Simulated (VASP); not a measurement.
# In3TeW (Pm-3m) in VASP: a series of runs

In3TeW is run at these levels: PBE; tasks: single point, relaxation of cell and atoms.

Everything below comes from runs of VASP 6.6.1. Logs are shortened: lines on timing, memory, paths and dates and some standing lists are left out, and cuts for length are marked.

## (1) The cell of the first run

It takes space group Pm-3m (No. 221, cubic). Conventional cell: a = 5.394 Å, b = 5.394 Å, c = 5.394 Å, α = 90.00°, β = 90.00°, γ = 90.00°. Within 3.6 Å of In (site symmetry 4/mmm) lie 2 W at 2.70 Å. Within 5.0 Å of Te (site symmetry m-3m) lie 12 In at 3.81 Å and 8 W at 4.67 Å. Within 3.6 Å of W (site symmetry m-3m) lie 6 In at 2.70 Å.

## (2) Single point, PBE

Contents of INCAR:

```
SYSTEM = In3TeW
PREC = Accurate
ENCUT = 520
EDIFF = 1E-6
ISMEAR = 0
SIGMA = 0.1
LREAL = .False.
LASPH = .True.
NELM = 100
ALGO = Normal
ISIF = 2
LWAVE = .False.
LCHARG = .False.
GGA = PE
NBANDS = 38
```

Contents of KPOINTS:

```
Automatic mesh
0
Gamma
  8 8 8
  0 0 0
```

Contents of POSCAR:

```
In3TeW
1.0
    5.3937043645      0.0000000000      0.0000000000
    0.0000000000      5.3937043645      0.0000000000
    0.0000000000      0.0000000000      5.3937043645
In Te W
3 1 1
Direct
    0.5000000000      0.5000000000      0.0000000000
    0.0000000000      0.5000000000      0.5000000000
    0.5000000000      0.0000000000      0.5000000000
    0.0000000000      0.0000000000      0.0000000000
    0.5000000000      0.5000000000      0.5000000000
```

Potentials or basis: VASP PAW PBE potentials, release 64 (In_d, Te, W_sv).

Run with:

```console
> cat potpaw_PBE.64/In_d/POTCAR potpaw_PBE.64/Te/POTCAR potpaw_PBE.64/W_sv/POTCAR > POTCAR
> mpirun -np 1 vasp_std > vasp.out
```

OUTCAR:

```text
SYSTEM = In3TeW
   PREC = Accurate
   ENCUT = 520
   EDIFF = 1E-6
   ISMEAR = 0
   LREAL = .False.
   LASPH = .True.
   NELM = 100
   ISIF = 2
   GGA = PE

 ion  position               nearest neighbor table
   1  0.500  0.500  0.000-   5 2.70   5 2.70   4 3.81   2 3.81   2 3.81   3 3.81   3 3.81   3 3.81
                             4 3.81   3 3.81   2 3.81   4 3.81   2 3.81   4 3.81
   2  0.000  0.500  0.500-   5 2.70   5 2.70   4 3.81   1 3.81   1 3.81   4 3.81   3 3.81   4 3.81
                             4 3.81   1 3.81   3 3.81   3 3.81   1 3.81   3 3.81
   3  0.500  0.000  0.500-   5 2.70   5 2.70   4 3.81   1 3.81   1 3.81   4 3.81   1 3.81   2 3.81
                             2 3.81   1 3.81   2 3.81   4 3.81   4 3.81   2 3.81
   4  0.000  0.000  0.000-   1 3.81   2 3.81   3 3.81   2 3.81   3 3.81   1 3.81   2 3.81   2 3.81
                             1 3.81   3 3.81   3 3.81   1 3.81
   5  0.500  0.500  0.500-   1 2.70   2 2.70   3 2.70   1 2.70   3 2.70   2 2.70

  LATTYP: Found a simple cubic cell.
 ALAT       =     5.3937043645

  Lattice vectors:

 A1 = (   5.3937043645,   0.0000000000,   0.0000000000)
 A2 = (   0.0000000000,   5.3937043645,   0.0000000000)
 A3 = (   0.0000000000,   0.0000000000,   5.3937043645)

Analysis of symmetry for initial positions (statically):
=====================================================================
 Subroutine PRICEL returns:
 Original cell was already a primitive cell.

 Routine SETGRP: Setting up the symmetry group for a
 simple cubic supercell.

 Subroutine GETGRP returns: Found 48 space group operations
 (whereof 48 operations were pure point group operations)
 out of a pool of 48 trial point group operations.

The static configuration has the point symmetry O_h .

Analysis of symmetry for dynamics (positions and initial velocities):
=====================================================================
 Subroutine PRICEL returns:
 Original cell was already a primitive cell.

 Routine SETGRP: Setting up the symmetry group for a
 simple cubic supercell.

 Subroutine GETGRP returns: Found 48 space group operations
 (whereof 48 operations were pure point group operations)
 out of a pool of 48 trial point group operations.

The dynamic configuration has the point symmetry O_h .

 Subroutine INISYM returns: Found 48 space group operations
 (whereof 48 operations are pure point group operations),
 and found     1 'primitive' translations

----------------------------------------------------------------------------------------

                                     Primitive cell

  volume of cell :     156.9139

  direct lattice vectors                    reciprocal lattice vectors
     5.393704364  0.000000000  0.000000000     0.185401337  0.000000000  0.000000000
     0.000000000  5.393704364  0.000000000     0.000000000  0.185401337  0.000000000
     0.000000000  0.000000000  5.393704364     0.000000000  0.000000000  0.185401337

  length of vectors
     5.393704364  5.393704364  5.393704364     0.185401337  0.185401337  0.185401337

  position of ions in fractional coordinates (direct lattice)
     0.500000000  0.500000000  0.000000000
     0.000000000  0.500000000  0.500000000
     0.500000000  0.000000000  0.500000000
     0.000000000  0.000000000  0.000000000
     0.500000000  0.500000000  0.500000000

  ion indices of the primitive-cell ions
   primitive index   ion index
                 1           1
                 2           2
                 3           3
                 4           4
                 5           5

----------------------------------------------------------------------------------------

 KPOINTS: Automatic mesh

Automatic generation of k-mesh.
 Grid dimensions read from file:
 generate k-points for:    8    8    8

 Generating k-lattice:

  Cartesian coordinates                     Fractional coordinates (reciprocal lattice)
     0.023175167  0.000000000  0.000000000     0.125000000  0.000000000  0.000000000
     0.000000000  0.023175167  0.000000000     0.000000000  0.125000000  0.000000000
     0.000000000  0.000000000  0.023175167     0.000000000  0.000000000  0.125000000

  Length of vectors
     0.023175167  0.023175167  0.023175167

  Shift w.r.t. Gamma in fractional coordinates (k-lattice)
     0.000000000  0.000000000  0.000000000

 Subroutine IBZKPT returns following result:
 ===========================================

 Found     35 irreducible k-points:

 Following reciprocal coordinates:
            Coordinates               Weight
  0.000000  0.000000  0.000000      1.000000
  0.125000  0.000000  0.000000      6.000000
  0.250000  0.000000  0.000000      6.000000
  0.375000  0.000000  0.000000      6.000000
  0.500000  0.000000  0.000000      3.000000
  0.125000  0.125000  0.000000     12.000000
[... 16 lines left out ...]
  0.375000  0.375000  0.125000     24.000000
  0.500000  0.375000  0.125000     24.000000
 [... further k-points ...]
   k-points           NKPTS =     35   k-points in BZ     NKDIM =     35   number of bands    NBANDS=     38
   number of dos      NEDOS =    301   number of ions     NIONS =      5
   total plane-waves  NPLWV =  64000
   dimension x,y,z NGX =    40 NGY =   40 NGZ =   40
   dimension x,y,z NGXF=    80 NGYF=   80 NGZF=   80
   ions per type =               3   1   1
   NGX,Y,Z   is equivalent  to a cutoff of  12.33, 12.33, 12.33 a.u.
   NGXF,Y,Z  is equivalent  to a cutoff of  24.66, 24.66, 24.66 a.u.
 SYSTEM =  In3TeW
   PREC   = accura    normal or accurate (medium, high low for compatibility)
   ISTART =      0    job   : 0-new  1-cont  2-samecut
   ICHARG =      2    charge: 1-file 2-atom 10-const
   ISPIN  =      1    spin polarized calculation?
   LNONCOLLINEAR =      F non collinear calculations
   LSORBIT =      F    spin-orbit coupling
   LASPH  =      T    aspherical Exc in radial PAW
   ENCUT  =  520.0 eV  38.22 Ry    6.18 a.u.  10.03 10.03 10.03*2*pi/ulx,y,z
   NELM   =    100;   NELMIN=  2; NELMDL= -5     # of ELM steps
   EDIFF  = 0.1E-05   stopping-criterion for ELM
   LREAL  =      F    real-space projection
   EDIFFG = 0.1E-04   stopping-criterion for IOM
   NSW    =      0    number of steps for IOM
   IBRION =     -1    ionic relax: 0-MD 1-quasi-New 2-CG
   NFREE  =      0    steps in history (QN), initial steepest desc. (CG)
   ISIF   =      2    stress and relaxation
   ISYM   =      2    0-nonsym 1-usesym 2-fastsym
   POTIM  = 0.5000    time-step for ionic-motion
   TEBEG  =    0.0;   TEEND  =   0.0 temperature during run
   PSTRESS=    0.0 pullay stress
   NELECT =      59.0000    total number of electrons
   NUPDOWN=      -1.0000    fix difference up-down
   EMIN   =  10.00;   EMAX   =-10.00  energy-range for DOS
   EFERMI =   0.00;   METHOD = LEGACY
   ISMEAR =     0;   SIGMA  =   0.10  broadening in eV -4-tet -1-fermi 0-gaus
   EFERMI_NEDOS =   21; number of points for ismear=-14 and -15
   IALGO  =     38    algorithm
   IMIX   =      4    mixing-type and parameters
     AMIX     =   0.40;   BMIX     =  1.00
     AMIX_MAG =   1.60;   BMIX_MAG =  1.00
  volume/ion in A,a.u.               =      31.38       211.78
  Fermi-wavevector in a.u.,A,eV,Ry     =   1.181603  2.232906 18.996269  1.396186
  Thomas-Fermi vector in A             =   2.317874
   LORBIT       =      0    0 simple, 1 ext, 2 COOP (PROOUT), +10 PAW based schemes
   GGA     = PE    functional components
   LHFCALC =     F    Hartree Fock is set to
   AEXX    =    0.0000 exact exchange contribution
   IVDW    =     0    specifies the selected vdW correction
   LEPSILON=     F    determine dielectric tensor
   LRPA    =     F    only Hartree local field effects (RPA)
 non-spin polarized calculation
 Gauss-broadening in eV      SIGMA  =   0.10
  energy-cutoff  :      520.00
  volume of cell :      156.91
 maximum number of plane-waves:      4260
   NGX = 21   NGY = 21   NGZ = 21

 number of electron      58.9999978 magnetization

 Free energy of the ion-electron system (eV)
  ---------------------------------------------------
  ext. energy  EPLUGINS =         0.00000000
  ---------------------------------------------------
  free energy    TOTEN  =       -19.66383061 eV

  energy without entropy =      -19.60542781  energy(sigma->0) =      -19.63462921

 E-fermi :   4.8805     XC(G=0):  -9.3611

 val. band max:        4.8799426249   @ k =   0.3750   0.3750   0.1250
 cond. band min:       4.8808455000   @ k =   0.5000   0.1250   0.1250
 fundamental gap:      0.0009028751
 Fermi energy:         4.8804963412

 k-point     1 :       0.0000    0.0000    0.0000
  band No.  band energies     occupation
      1     -68.4628      2.00000
      2     -32.7259      2.00000
      3     -32.7259      2.00000
      4     -32.7259      2.00000
      5      -9.2346      2.00000
      6      -9.1554      2.00000
[... 30 lines left out ...]
     37       8.3544      0.00000
     38       9.2719      0.00000

 k-point     2 :       0.1250    0.0000    0.0000
  band No.  band energies     occupation
      1     -68.4628      2.00000
      2     -32.7268      2.00000
      3     -32.7259      2.00000
      4     -32.7259      2.00000
      5      -9.2271      2.00000
      6      -9.1552      2.00000
[... 30 lines left out ...]
     37       8.4102      0.00000
     38       9.6796      0.00000

 k-point     3 :       0.2500    0.0000    0.0000
  band No.  band energies     occupation
      1     -68.4628      2.00000
      2     -32.7288      2.00000
      3     -32.7260      2.00000
      4     -32.7260      2.00000
      5      -9.2148      2.00000
      6      -9.1548      2.00000
[... 30 lines left out ...]
     37       8.6208      0.00000
[... 781 lines left out ...]
 k-point    23 :       0.3750    0.3750    0.1250
  band No.  band energies     occupation
      1     -68.4627      2.00000
      2     -32.7310      2.00000
      3     -32.7310      2.00000
      4     -32.7270      2.00000
      5      -9.1650      2.00000
      6      -9.0883      2.00000
[... 30 lines left out ...]
     37       8.9672      0.00000
     38       9.9522      0.00000

 k-point    24 :       0.5000    0.3750    0.1250
  band No.  band energies     occupation
      1     -68.4627      2.00000
      2     -32.7319      2.00000
      3     -32.7310      2.00000
      4     -32.7270      2.00000
      5      -9.1638      2.00000
      6      -9.0839      2.00000
[... 30 lines left out ...]
     37       9.0390      0.00000
     38       9.7697      0.00000

 [... further k-points ...]

------------------------ aborting loop because EDIFF is reached ----------------------------------------

  FORCE on cell =-STRESS in cart. coord.  units (eV):
  Direction    XX          YY          ZZ          XY          YZ          ZX
  --------------------------------------------------------------------------------------
  -------------------------------------------------------------------------------------
  Total       -0.0251892     -0.0251892     -0.0251892     -0.0000000     -0.0000000      0.0000000
  in kB       -0.2571959     -0.2571959     -0.2571959     -0.0000000     -0.0000000      0.0000000
  external PRESSURE =      -0.2571959 kB  Pullay stress =       0.0000000 kB

 VOLUME and BASIS-vectors are now :
 -----------------------------------------------------------------------------
  energy-cutoff  :      520.00
  volume of cell :      156.91
      direct lattice vectors                 reciprocal lattice vectors
     5.393704364  0.000000000  0.000000000     0.185401337  0.000000000  0.000000000
     0.000000000  5.393704364  0.000000000     0.000000000  0.185401337  0.000000000
     0.000000000  0.000000000  5.393704364     0.000000000  0.000000000  0.185401337

 POSITION                                       TOTAL-FORCE (eV/Angst)
 -----------------------------------------------------------------------------------
      2.69685      2.69685      0.00000         0.000000      0.000000      0.000000
      0.00000      2.69685      2.69685         0.000000      0.000000      0.000000
      2.69685      0.00000      2.69685         0.000000      0.000000      0.000000
      0.00000      0.00000      0.00000         0.000000      0.000000      0.000000
      2.69685      2.69685      2.69685         0.000000      0.000000      0.000000
 -----------------------------------------------------------------------------------
    total drift:                               -0.000000     -0.000000     -0.000000

  FREE ENERGIE OF THE ION-ELECTRON SYSTEM (eV)
  ---------------------------------------------------
  free  energy   TOTEN  =       -19.6638306135 eV

  energy  without entropy=      -19.6054278121  energy(sigma->0) =      -19.63462921
```

Run time: 1.9 min. Hardware: 1 thread of AMD EPYC 7R13 (Zen 3), shared host; peak memory 0.33 GiB.

What came out:

| Property | Result |
| --- | --- |
| Free energy | -19.6638 eV |
| Pressure | 0.0 GPa |

Caveat: spin-orbit coupling is left out, which moves the levels of the heavy elements.

## (3) Relaxation of cell and atoms, PBE

Contents of INCAR:

```
SYSTEM = In3TeW
ALGO     = Normal         ! electronic algorithm
EDIFF    = 1E-7           ! SCF threshold, eV
EDIFFG   = -0.01          ! ionic threshold
ENCUT    = 600            ! plane-wave cutoff, eV
GGA      = PE             ! functional
IBRION   = 2              ! ionic algorithm
ISIF     = 3              ! what is computed and relaxed
ISMEAR   = 0              ! smearing method
LASPH    = .True.         ! aspherical terms in the spheres
LCHARG   = .False.        ! write CHGCAR
LREAL    = .False.        ! projectors in reciprocal space
LWAVE    = .False.        ! write WAVECAR
NELM     = 100            ! most SCF steps
NSW      = 100            ! ionic steps
PREC     = Accurate       ! precision mode
SIGMA    = 0.1            ! smearing width, eV
```

Contents of KPOINTS:

```
k-points
0
Gamma
  8 8 8
  0 0 0
```

POSCAR is that of step 2.

Potentials or basis: VASP PAW PBE potentials, release 64 (In_d, Te, W_sv).

Run with:

```console
> cat potpaw_PBE.64/In_d/POTCAR potpaw_PBE.64/Te/POTCAR potpaw_PBE.64/W_sv/POTCAR > POTCAR
> mpirun -np 1 vasp_std > vasp.out
```

Wall time 3.6 min (1 thread of AMD EPYC 7R13 (Zen 3), shared host); peak memory 0.43 GiB.

Results (log left out):

* Free energy: -19.6641 eV
* Pressure after relaxing: 0.0 GPa

Final structure:
```
CELL_PARAMETERS angstrom
5.39370 0.00000 0.00000
0.00000 5.39370 0.00000
0.00000 0.00000 5.39370
ATOMIC_POSITIONS crystal
In 0.50000 0.50000 0.00000
In 0.00000 0.50000 0.50000
In 0.50000 0.00000 0.50000
Te 0.00000 0.00000 0.00000
W 0.50000 0.50000 0.50000
```

Levels at points of the mesh, in eV from the Fermi level:
| k point | band 26 | band 27 | band 28 | band 29 | band 30 | band 31 | band 32 | band 33 |
| --- | --- | --- | --- | --- | --- | --- | --- | --- |
| (0.00, 0.00, 0.00) | -2.16 | 0.23 | 0.23 | 0.23 | 0.95 | 0.95 | 0.95 | 3.00 |
| (0.50, 0.00, 0.00) | -1.73 | -0.72 | -0.01 | -0.01 | 0.11 | 0.11 | 0.24 | 1.76 |
| (0.50, 0.50, 0.00) | -1.27 | -1.13 | -0.72 | -0.72 | -0.69 | -0.69 | 1.10 | 2.65 |
| (0.50, 0.50, 0.50) | -3.08 | -3.08 | -1.26 | -1.26 | 0.11 | 0.11 | 0.11 | 4.52 |

Caveat: the relaxation stopped at its first step, so nothing moved; spin-orbit coupling is left out, which moves the levels of the heavy elements.

(Continued in part 2 of 2.)
